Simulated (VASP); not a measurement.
Crystal: Ge.

```xyz
2
Lattice="-2.5745 2.5745 1.3974 2.5745 -2.5745 1.3974 2.5745 2.5745 -1.3974" Properties=species:S:1:pos:R:3 pbc="T T T"
Ge    2.5745    0.0000    0.6987
Ge    0.0000    0.0000    1.3974
```

| Item | Value |
| --- | --- |
| Program | VASP 6.6.1 |
| Task | relaxation of cell and atoms |
| Functional | LDA |
| Potentials or basis | VASP PAW LDA potentials, release 64 (Ge_d) |
| Cutoff | 600 eV |
| k mesh | 16 × 16 × 16 |
| Occupations | gaussian, width 0.1 eV |
| Spin | no spin polarisation |

At the start: pressure -2.6 GPa; volume 18.52 Å³/atom.

Question: How do energy, volume and symmetry change on relaxing?

Answer: Over 12 steps the energy falls by 4.7 meV/atom and the volume is 17.95 Å³/atom (-3.1 %); space group I4_1/amd (No. 141, to 0.1 Å) before and after.

The path:
| step | energy change (eV) | largest force (eV/Å) | pressure (GPa) | volume (Å³) |
| --- | --- | --- | --- | --- |
| 1 | 0.0000 | 0.0000 | -2.59 | 37.05 |
| 2 | -0.0080 | 0.0000 | 0.79 | 35.46 |
| 3 | -0.0094 | 0.0000 | -0.03 | 35.89 |
| 4 | -0.0094 | 0.0000 | 0.09 | 35.86 |
| 5 | -0.0094 | 0.0000 | -0.30 | 35.92 |
| 6 | -0.0094 | 0.0000 | 0.17 | 35.88 |
| 7 | -0.0094 | 0.0000 | -0.02 | 35.90 |
| 8 | -0.0094 | 0.0000 | -0.03 | 35.90 |
| 9 | -0.0094 | 0.0000 | 0.03 | 35.90 |
| 10 | -0.0094 | 0.0000 | -0.03 | 35.91 |
| 11 | -0.0094 | 0.0000 | 0.03 | 35.90 |
| 12 | -0.0094 | 0.0000 | 0.02 | 35.90 |

Final structure:
```
CELL_PARAMETERS angstrom
-2.54427 2.54427 1.38637
2.54427 -2.54427 1.38637
2.54427 2.54427 -1.38637
ATOMIC_POSITIONS crystal
Ge 0.25000 0.75000 0.50000
Ge 0.50000 0.50000 0.00000
```
